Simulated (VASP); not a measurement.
# TiO2 (Fd-3m) in VASP: a series of runs, part 2 of 2

VASP 6.6.1. Earlier steps stand in the parts before.

**3. Relaxation of cell and atoms, r2SCAN**

POSCAR reads:

```
TiO2
1.0
    0.0000000000      4.2191750000      4.2191750000
    4.2191750000      0.0000000000      4.2191750000
    4.2191750000      4.2191750000      0.0000000000
Ti O
4 8
Direct
    0.6250000000      0.6250000000      0.1250000000
    0.1250000000      0.6250000000      0.6250000000
    0.6250000000      0.1250000000      0.6250000000
    0.6250000000      0.6250000000      0.6250000000
    0.3907990000      0.3907990000      0.3907990000
    0.3907990000      0.8276030000      0.3907990000
    0.3907990000      0.3907990000      0.8276030000
    0.8276030000      0.3907990000      0.3907990000
    0.8592010000      0.8592010000      0.4223970000
    0.4223970000      0.8592010000      0.8592010000
    0.8592010000      0.4223970000      0.8592010000
    0.8592010000      0.8592010000      0.8592010000
```

INCAR.step1 reads:

```
ALGO = Normal ; EDIFF = 1E-4
ENCUT = 600 ; GGA = PE
ISMEAR = 0 ; LASPH = True
LCHARG = False ; LREAL = False
LUSENCCL = False ; LWAVE = True
NELM = 80 ; PREC = Accurate
SIGMA = 0.02
```

INCAR.step2 reads:

```
ALGO = Normal ; EDIFF = 1E-7
EDIFFG = -0.005 ; ENCUT = 600
IBRION = 2 ; ISIF = 3
ISMEAR = 0 ; ISTART = 1
LASPH = True ; LCHARG = False
LMIXTAU = True ; LREAL = False
LUSENCCL = False ; LWAVE = False
METAGGA = R2SCAN ; NELM = 80
NSW = 100 ; PREC = Accurate
SIGMA = 0.02
```

KPOINTS reads:

```
k-points
0
Gamma
  6 6 6
```

Potentials or basis: VASP PAW PBE potentials, release 64 (Ti_sv, O).

Run with:

```bash
> cat potpaw_PBE.64/Ti_sv/POTCAR potpaw_PBE.64/O/POTCAR > POTCAR
> cp INCAR.step1 INCAR
> mpirun -np 1 vasp_std > vasp.out
> cp INCAR.step2 INCAR
> mpirun -np 1 vasp_std > vasp.out
```

OUTCAR:

```text
EDIFF = 1E-7
   EDIFFG = -0.005
   ENCUT = 600
   IBRION = 2
   ISIF = 3
   ISMEAR = 0
   ISTART = 1
   LASPH = True
   LREAL = False
   METAGGA = R2SCAN
   NELM = 80
   NSW = 100
   PREC = Accurate

 ion  position               nearest neighbor table
   1  0.625  0.625  0.125-   5 1.99  12 1.99   8 1.99  10 1.99  11 1.99   6 1.99
   2  0.125  0.625  0.625-   5 1.99  12 1.99   9 1.99   7 1.99  11 1.99   6 1.99
   3  0.625  0.125  0.625-   5 1.99  12 1.99   9 1.99   7 1.99  10 1.99   8 1.99
   4  0.625  0.625  0.625-   6 1.99   7 1.99   8 1.99   9 1.99  10 1.99  11 1.99
   5  0.391  0.391  0.391-   1 1.99   2 1.99   3 1.99
   6  0.391  0.828  0.391-   4 1.99   1 1.99   2 1.99
   7  0.391  0.391  0.828-   4 1.99   3 1.99   2 1.99
   8  0.828  0.391  0.391-   4 1.99   1 1.99   3 1.99
   9  0.859  0.859  0.422-   4 1.99   3 1.99   2 1.99
  10  0.422  0.859  0.859-   4 1.99   1 1.99   3 1.99
  11  0.859  0.422  0.859-   4 1.99   1 1.99   2 1.99
  12  0.859  0.859  0.859-   1 1.99   2 1.99   3 1.99

  LATTYP: Found a face centered cubic cell.
 ALAT       =     8.4383500000

  Lattice vectors:

 A1 = (   0.0000000000,   4.2191750000,   4.2191750000)
 A2 = (   4.2191750000,   0.0000000000,   4.2191750000)
 A3 = (   4.2191750000,   4.2191750000,   0.0000000000)

Analysis of symmetry for initial positions (statically):
=====================================================================
 Subroutine PRICEL returns:
 Original cell was already a primitive cell.

[... 178 lines left out ...]
  ---------------------------------------------------
  ext. energy  EPLUGINS =         0.00000000
  ---------------------------------------------------
  free energy    TOTEN  =      -137.28998112 eV

  energy without entropy =     -137.28998112  energy(sigma->0) =     -137.28998112

------------------------ aborting loop because EDIFF is reached ----------------------------------------

  FORCE on cell =-STRESS in cart. coord.  units (eV):
  Direction    XX          YY          ZZ          XY          YZ          ZX
  --------------------------------------------------------------------------------------
  -------------------------------------------------------------------------------------
  Total       -4.2030349     -4.2030349     -4.2030349      0.0000000      0.0000000      0.0000000
  in kB      -44.8291974    -44.8291974    -44.8291974      0.0000000      0.0000000      0.0000000
  external PRESSURE =     -44.8291974 kB  Pullay stress =       0.0000000 kB
[... 309 lines left out ...]
--------------------------------------- Ionic step        8  -------------------------------------------

 number of electron      95.9999961 magnetization

 Free energy of the ion-electron system (eV)
  ---------------------------------------------------
  ext. energy  EPLUGINS =         0.00000000
  ---------------------------------------------------
  free energy    TOTEN  =      -137.33997018 eV

  energy without entropy =     -137.33997018  energy(sigma->0) =     -137.33997018

 E-fermi :   2.0113     XC(G=0): -10.8819

 val. band max:        1.9070908204   @ k =  -0.1667   0.1667   0.0000
 cond. band min:       4.1002261903   @ k =   0.0000   0.0000   0.0000
 fundamental gap:      2.1931353699
 Fermi energy:         2.0113271075

 k-point     1 :       0.0000    0.0000    0.0000
  band No.  band energies     occupation
      1     -56.6126      2.00000
      2     -56.5319      2.00000
      3     -56.5319      2.00000
      4     -56.5319      2.00000
      5     -32.3410      2.00000
      6     -32.0003      2.00000
[... 988 lines left out ...]
  FREE ENERGIE OF THE ION-ELECTRON SYSTEM (eV)
  ---------------------------------------------------
  free  energy   TOTEN  =      -137.3399701805 eV

  energy  without entropy=     -137.3399701805  energy(sigma->0) =     -137.33997018

 reached required accuracy - stopping structural energy minimisation
```

OUTCAR.step1:

```text
EDIFF = 1E-4
   ENCUT = 600
   GGA = PE
   ISMEAR = 0
[... 1211 lines left out ...]
      5.40729      5.40729      7.25024         0.037384      0.037384     -0.037384
      7.25024      5.40729      5.40729        -0.037384      0.037384      0.037384
      5.40729      7.25024      5.40729         0.037384     -0.037384      0.037384
      7.25024      7.25024      7.25024        -0.037384     -0.037384     -0.037384
 -----------------------------------------------------------------------------------
    total drift:                                0.000000      0.000000      0.000000

  FREE ENERGIE OF THE ION-ELECTRON SYSTEM (eV)
  ---------------------------------------------------
  free  energy   TOTEN  =      -105.6577303796 eV

  energy  without entropy=     -105.6577303796  energy(sigma->0) =     -105.65773038
```

OSZICAR.step1:

```text
N       E                     dE             d eps       ncg     rms          rms(c)
DAV:   1     0.159789529501E+04    0.15979E+04   -0.52856E+04  1872   0.215E+03
DAV:   2     0.207156945709E+03   -0.13907E+04   -0.13356E+04  1850   0.636E+02
DAV:   3    -0.113076775124E+03   -0.32023E+03   -0.31077E+03  2458   0.255E+02
DAV:   4    -0.137447609220E+03   -0.24371E+02   -0.24312E+02  2736   0.773E+01
DAV:   5    -0.138974185882E+03   -0.15266E+01   -0.15260E+01  2767   0.150E+01    0.433E+01
DAV:   6    -0.108482854049E+03    0.30491E+02   -0.24691E+02  2428   0.102E+02    0.199E+01
DAV:   7    -0.106367587007E+03    0.21153E+01   -0.51349E+01  2368   0.404E+01    0.117E+01
DAV:   8    -0.105816610455E+03    0.55098E+00   -0.90084E+00  2485   0.199E+01    0.477E+00
DAV:   9    -0.105650812230E+03    0.16580E+00   -0.13983E+00  2693   0.705E+00    0.168E+00
DAV:  10    -0.105664727844E+03   -0.13916E-01   -0.31574E-01  2554   0.394E+00    0.807E-01
DAV:  11    -0.105657647180E+03    0.70807E-02   -0.74166E-02  2610   0.192E+00    0.178E-01
DAV:  12    -0.105657739167E+03   -0.91987E-04   -0.45534E-03  2790   0.389E-01    0.497E-02
DAV:  13    -0.105657730380E+03    0.87873E-05   -0.24337E-04  1607   0.925E-02
   1 F= -.10565773E+03 E0= -.10565773E+03  d E =-.329345E-30
```

Wall time 9.5 min (1 × NVIDIA H100 80GB with 1 thread of AMD EPYC 7R13 (Zen 3), shared host); peak memory 1.4 GiB.

Results:

| Quantity | Value |
| --- | --- |
| Free energy | -137.3400 eV |
| Relaxed volume | 12.22 Å³/atom |
| Relaxed cell | a = 5.919 Å, b = 5.919 Å, c = 5.919 Å, α = 60.00°, β = 60.00°, γ = 60.00° |
| Space group after relaxing (to 0.1 Å) | Fd-3m (No. 227) |
| Energy gained by relaxing | 4.2 meV/atom |
| Ionic steps | 8 |
| Pressure after relaxing | 0.0 GPa |
| Band gap on the k mesh | 2.19 eV (least direct gap 2.23 eV) |

Step by step:
| step | energy change (eV) | largest force (eV/Å) | pressure (GPa) | volume (Å³) |
| --- | --- | --- | --- | --- |
| 1 | 0.0000 | 0.3315 | -4.48 | 150.21 |
| 2 | 0.1042 | 0.8604 | 8.24 | 142.73 |
| 3 | -0.0474 | 0.0737 | -0.25 | 147.46 |
| 4 | -0.0474 | 0.0822 | -0.16 | 147.41 |
| 5 | -0.0493 | 0.0459 | -0.06 | 147.03 |
| 6 | -0.0500 | 0.0051 | 0.05 | 146.60 |
| 7 | -0.0500 | 0.0104 | -0.11 | 146.70 |
| 8 | -0.0500 | 0.0011 | 0.01 | 146.63 |

Final structure:
```yaml
crystal:
  lattice:
    - [0.00000, 4.18530, 4.18530]
    - [4.18530, 0.00000, 4.18530]
    - [4.18530, 4.18530, 0.00000]
  atoms:
    - { symbol: Ti, position: [0.62500, 0.62500, 0.12500] }
    - { symbol: Ti, position: [0.12500, 0.62500, 0.62500] }
    - { symbol: Ti, position: [0.62500, 0.12500, 0.62500] }
    - { symbol: Ti, position: [0.62500, 0.62500, 0.62500] }
    - { symbol: O, position: [0.39073, 0.39073, 0.39073] }
    - { symbol: O, position: [0.39073, 0.82781, 0.39073] }
    - { symbol: O, position: [0.39073, 0.39073, 0.82781] }
    - { symbol: O, position: [0.82781, 0.39073, 0.39073] }
    - { symbol: O, position: [0.85927, 0.85927, 0.42219] }
    - { symbol: O, position: [0.42219, 0.85927, 0.85927] }
    - { symbol: O, position: [0.85927, 0.42219, 0.85927] }
    - { symbol: O, position: [0.85927, 0.85927, 0.85927] }
```

Caveat: the PAW data sets were made with another functional, which shifts forces and pressure a little.
